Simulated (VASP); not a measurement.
# Si (Fd-3m) in VASP: single point with HSE06

Aim: the single point of Si with HSE06.

Program: VASP 6.6.1. These are calculated values, not measurements. Logs are shortened: lines on timing, memory, paths and dates and some standing lists are left out, and cuts for length are marked.

## (1) The cell of the first run

Symmetry: Fd-3m, No. 227, cubic system. Conventional cell: a = 5.441 Å, b = 5.441 Å, c = 5.441 Å, α = 90.00°, β = 90.00°, γ = 90.00°. Within 3.1 Å of Si (site symmetry -43m) lie 4 Si at 2.36 Å.

## (2) Single point, HSE06

Input file POSCAR:

```
Si
1.0
    0.0000000000      2.7207128078      2.7207128078
    2.7207128078      0.0000000000      2.7207128078
    2.7207128078      2.7207128078      0.0000000000
Si
2
Direct
    0.7500000000      0.7500000000      0.7500000000
    0.5000000000      0.5000000000      0.5000000000
```

Input file INCAR.step1:

```
SYSTEM = Si
PREC = Accurate
ENCUT = 520
EDIFF = 1E-5
ISMEAR = -1
SIGMA = 0.02
LREAL = .FALSE.
LASPH = .TRUE.
NELM = 60
ALGO = Normal
ISIF = 2
LWAVE = .TRUE.
GGA = PE
NBANDS = 11
```

Input file INCAR.step2:

```
SYSTEM = Si
PREC = Accurate
ENCUT = 520
EDIFF = 1E-6
ISMEAR = -1
SIGMA = 0.02
LREAL = .FALSE.
LASPH = .TRUE.
NELM = 60
ALGO = Normal
ISIF = 2
LWAVE = .FALSE.
LCHARG = .TRUE.
GGA = PE
LHFCALC = .TRUE.
HFSCREEN = 0.2079
PRECFOCK = Normal
LELF = .TRUE.
LVHAR = .TRUE.
ISTART = 1
NBANDS = 11
```

Input file KPOINTS:

```
regular mesh
0
G
  6 6 6
  0 0 0
```

Potentials or basis: VASP PAW PBE potentials, release 64 (Si).

Run with:

```sh
$ cat potpaw_PBE.64/Si/POTCAR > POTCAR
$ cp INCAR.step1 INCAR
$ mpirun -np 1 vasp_std > vasp.out
$ cp INCAR.step2 INCAR
$ mpirun -np 1 vasp_std > vasp.out
```

OUTCAR:

```text
SYSTEM = Si
   PREC = Accurate
   ENCUT = 520
   EDIFF = 1E-6
   ISMEAR = -1
   LREAL = .FALSE.
   LASPH = .TRUE.
   NELM = 60
   ISIF = 2
   GGA = PE
   LHFCALC = .TRUE.
   HFSCREEN = 0.2079
   PRECFOCK = Normal
   ISTART = 1

 ion  position               nearest neighbor table
   1  0.750  0.750  0.750-   2 2.36   2 2.36   2 2.36   2 2.36
   2  0.500  0.500  0.500-   1 2.36   1 2.36   1 2.36   1 2.36

  LATTYP: Found a face centered cubic cell.
 ALAT       =     5.4414256156

  Lattice vectors:

 A1 = (   0.0000000000,   2.7207128078,   2.7207128078)
 A2 = (   2.7207128078,   0.0000000000,   2.7207128078)
 A3 = (   2.7207128078,   2.7207128078,   0.0000000000)

Analysis of symmetry for initial positions (statically):
=====================================================================
 Subroutine PRICEL returns:
 Original cell was already a primitive cell.

 Routine SETGRP: Setting up the symmetry group for a
 face centered cubic supercell.

 Subroutine GETGRP returns: Found 48 space group operations
 (whereof 24 operations were pure point group operations)
 out of a pool of 48 trial point group operations.

The static configuration has the point symmetry T_d .
 The point group associated with its full space group is O_h .

Analysis of symmetry for dynamics (positions and initial velocities):
=====================================================================
 Subroutine PRICEL returns:
 Original cell was already a primitive cell.

 Routine SETGRP: Setting up the symmetry group for a
 face centered cubic supercell.

 Subroutine GETGRP returns: Found 48 space group operations
 (whereof 24 operations were pure point group operations)
 out of a pool of 48 trial point group operations.

The dynamic configuration has the point symmetry T_d .
 The point group associated with its full space group is O_h .

 Subroutine INISYM returns: Found 48 space group operations
 (whereof 24 operations are pure point group operations),
 and found     1 'primitive' translations

----------------------------------------------------------------------------------------

                                     Primitive cell

  volume of cell :      40.2789

  direct lattice vectors                    reciprocal lattice vectors
[... 90 lines left out ...]
   NUPDOWN=      -1.0000    fix difference up-down
   EMIN   =  10.00;   EMAX   =-10.00  energy-range for DOS
   EFERMI =   0.00;   METHOD = LEGACY
   ISMEAR =    -1;   SIGMA  =   0.02  broadening in eV -4-tet -1-fermi 0-gaus
   EFERMI_NEDOS =   21; number of points for ismear=-14 and -15
   IALGO  =     38    algorithm
   IMIX   =      1    mixing-type and parameters
     AMIX     =   0.40;   BMIX     =  1.00
     AMIX_MAG =   1.60;   BMIX_MAG =  1.00
  volume/ion in A,a.u.               =      20.14       135.91
  Fermi-wavevector in a.u.,A,eV,Ry     =   0.955166  1.805002 12.413164  0.912342
  Thomas-Fermi vector in A             =   2.083979
   LORBIT       =      0    0 simple, 1 ext, 2 COOP (PROOUT), +10 PAW based schemes
   GGA     = PE    functional components
   LHFCALC =     T    Hartree Fock is set to
   PRECFOCK=normal    Normal, Fast or Accurate (Low or Medium for compatibility)
   ENCUT4O =  -1.0   cutoff for four orbital integrals eV
   NKREDX  =     1    reduce k-point grid by
   NKREDY  =     1    reduce k-point grid by
   NKREDZ  =     1    reduce k-point grid by
   AEXX    =    0.2500 exact exchange contribution
   HFSCREEN=    0.2079 screening length (either q_TF or 0.3 A-1)
   HFSCREENC=   0.2079 screening length for correlation (either q_TF or 0.3 A-1)
   ENCUTFOCK=  -1.0 apply spherical cutoff to Coloumb kernel
   IVDW    =     0    specifies the selected vdW correction
   LEPSILON=     F    determine dielectric tensor
   LRPA    =     F    only Hartree local field effects (RPA)
 non-spin polarized calculation
  energy-cutoff  :      520.00
  volume of cell :       40.28
 maximum number of plane-waves:      1106
 NGX is ok and might be reduce to    30
  NGX = 24; NGY = 24; NGZ = 24

 number of electron       8.0000001 magnetization

 Free energy of the ion-electron system (eV)
  ---------------------------------------------------
  ext. energy  EPLUGINS =         0.00000000
  ---------------------------------------------------
  free energy    TOTEN  =       -12.53283775 eV

  energy without entropy =      -12.53283775  energy(sigma->0) =      -12.53283775

 E-fermi :   5.8165     XC(G=0):  -7.8295

 val. band max:        5.4156277323   @ k =   0.0000   0.0000   0.0000
 cond. band min:       6.7192980809   @ k =   0.5000   0.5000   0.0000
 fundamental gap:      1.3036703486
 Fermi energy:         5.8165175329

 k-point     1 :       0.0000    0.0000    0.0000
  band No.  band energies     occupation
      1      -7.8278      2.00000
      2       5.4156      2.00000
      3       5.4156      2.00000
      4       5.4156      2.00000
      5       8.7389      0.00000
      6       8.7389      0.00000
      7       8.7389      0.00000
      8       9.6671      0.00000
      9      14.1879      0.00000
     10      14.1966      0.00000
     11      14.1966      0.00000
[... 197 lines left out ...]
 k-point    16 :      -0.3333    0.5000    0.1667
  band No.  band energies     occupation
      1      -3.0978      2.00000
      2      -3.0978      2.00000
      3       1.4749      2.00000
      4       1.4749      2.00000
      5       8.8766      0.00000
      6       8.8766      0.00000
      7      13.2107      0.00000
      8      13.2107      0.00000
      9      17.2735      0.00000
     10      17.2735      0.00000
     11      19.6912      0.00000

------------------------ aborting loop because EDIFF is reached ----------------------------------------

  FORCE on cell =-STRESS in cart. coord.  units (eV):
  Direction    XX          YY          ZZ          XY          YZ          ZX
  --------------------------------------------------------------------------------------
  -------------------------------------------------------------------------------------
  Total       -0.0947038     -0.0947038     -0.0947038      0.0000000     -0.0000000     -0.0000000
  in kB       -3.7670375     -3.7670375     -3.7670375      0.0000000     -0.0000000     -0.0000000
  external PRESSURE =      -3.7670375 kB  Pullay stress =       0.0000000 kB

 VOLUME and BASIS-vectors are now :
 -----------------------------------------------------------------------------
  energy-cutoff  :      520.00
  volume of cell :       40.28
      direct lattice vectors                 reciprocal lattice vectors
     0.000000000  2.720712808  2.720712808    -0.183775369  0.183775369  0.183775369
     2.720712808  0.000000000  2.720712808     0.183775369 -0.183775369  0.183775369
     2.720712808  2.720712808  0.000000000     0.183775369  0.183775369 -0.183775369

 POSITION                                       TOTAL-FORCE (eV/Angst)
 -----------------------------------------------------------------------------------
      4.08107      4.08107      4.08107         0.000000     -0.000000      0.000000
      2.72071      2.72071      2.72071         0.000000      0.000000      0.000000
 -----------------------------------------------------------------------------------
    total drift:                               -0.000000      0.000000     -0.000000

  FREE ENERGIE OF THE ION-ELECTRON SYSTEM (eV)
  ---------------------------------------------------
  free  energy   TOTEN  =       -12.5328377458 eV

  energy  without entropy=      -12.5328377458  energy(sigma->0) =      -12.53283775
```

OUTCAR.step1:

```text
SYSTEM = Si
   PREC = Accurate
   ENCUT = 520
   EDIFF = 1E-5
   ISMEAR = -1
   LREAL = .FALSE.
[... 437 lines left out ...]
      4.08107      4.08107      4.08107        -0.000000     -0.000000     -0.000000
      2.72071      2.72071      2.72071         0.000000      0.000000      0.000000
 -----------------------------------------------------------------------------------
    total drift:                                0.000000     -0.000000     -0.000000

  FREE ENERGIE OF THE ION-ELECTRON SYSTEM (eV)
  ---------------------------------------------------
  free  energy   TOTEN  =       -10.8234946587 eV

  energy  without entropy=      -10.8234946581  energy(sigma->0) =      -10.82349466
```

OSZICAR.step1:

```text
N       E                     dE             d eps       ncg     rms          rms(c)
DAV:   1     0.939559930658E+01    0.93956E+01   -0.33337E+03   352   0.584E+02
DAV:   2    -0.103631493116E+02   -0.19759E+02   -0.18870E+02   473   0.903E+01
DAV:   3    -0.109996151735E+02   -0.63647E+00   -0.63522E+00   460   0.136E+01
DAV:   4    -0.110040944617E+02   -0.44793E-02   -0.44787E-02   408   0.147E+00
DAV:   5    -0.110041405945E+02   -0.46133E-04   -0.46132E-04   459   0.140E-01    0.486E+00
DAV:   6    -0.108792000043E+02    0.12494E+00   -0.70491E-02   388   0.109E+00    0.296E+00
DAV:   7    -0.108219053126E+02    0.57295E-01   -0.13657E-01   403   0.164E+00    0.181E-01
DAV:   8    -0.108232496234E+02   -0.13443E-02   -0.60332E-03   400   0.419E-01    0.813E-02
DAV:   9    -0.108234679689E+02   -0.21835E-03   -0.20795E-04   442   0.879E-02    0.592E-02
DAV:  10    -0.108234939386E+02   -0.25970E-04   -0.22249E-05   405   0.272E-02    0.535E-03
DAV:  11    -0.108234946587E+02   -0.72014E-06   -0.20793E-06   273   0.767E-03
   1 F= -.10823495E+02 E0= -.10823495E+02  d E =-.568356E-09
```

It took 4 min on 1 thread of Intel Xeon 6975P-C (Granite Rapids), shared host; peak memory 0.27 GiB.

What came out:

| Property | Result |
| --- | --- |
| Free energy | -12.5328 eV |
| Pressure | -0.4 GPa |
| Band gap on the k mesh | 1.30 eV (least direct gap 3.32 eV) |

Caveat: the PAW data sets were made with another functional, which shifts forces and pressure a little. A k mesh can miss the band edges.
